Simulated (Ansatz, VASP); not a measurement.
## GaP: VASP beside Ansatz

```
CELL_PARAMETERS angstrom
0.00000 2.50723 2.83426
2.50723 0.00000 2.83426
2.50723 2.50723 0.00000
ATOMIC_POSITIONS crystal
Ga 0.00000 0.00000 0.00000
P 0.75000 0.75000 0.75000
```

Change from the starting cell: strain -0.080 along x and y, +0.040 along z, atoms carried along.

Alike in both runs: task single point; functional PBE; k mesh 8 × 8 × 8; occupations gaussian, width 0.05 eV; no spin polarisation.

|  | VASP | Ansatz |
| --- | --- | --- |
| version | VASP 6.6.1 | Ansatz 0.2.0 |
| potentials or method | VASP PAW PBE potentials, release 64 (Ga_d, P), cutoff 520 eV | scalar-relativistic, plane waves, PAW |
| valence electrons in the cell | 18 | 18 |

Ansatz gave:

- gap on the k mesh at the Fermi level (eV): 0.76
- least direct gap on the mesh (eV): 2.26
- pressure (GPa): 16.7
- traceless stress, the component that is largest in VASP (GPa): -7.55

Task: Estimate VASP's values.

Result: gap on the k mesh at the Fermi level (eV): 0.76; least direct gap on the mesh (eV): 2.26; pressure (GPa): 16.5; traceless stress, the component that is largest in VASP (GPa): -7.58.
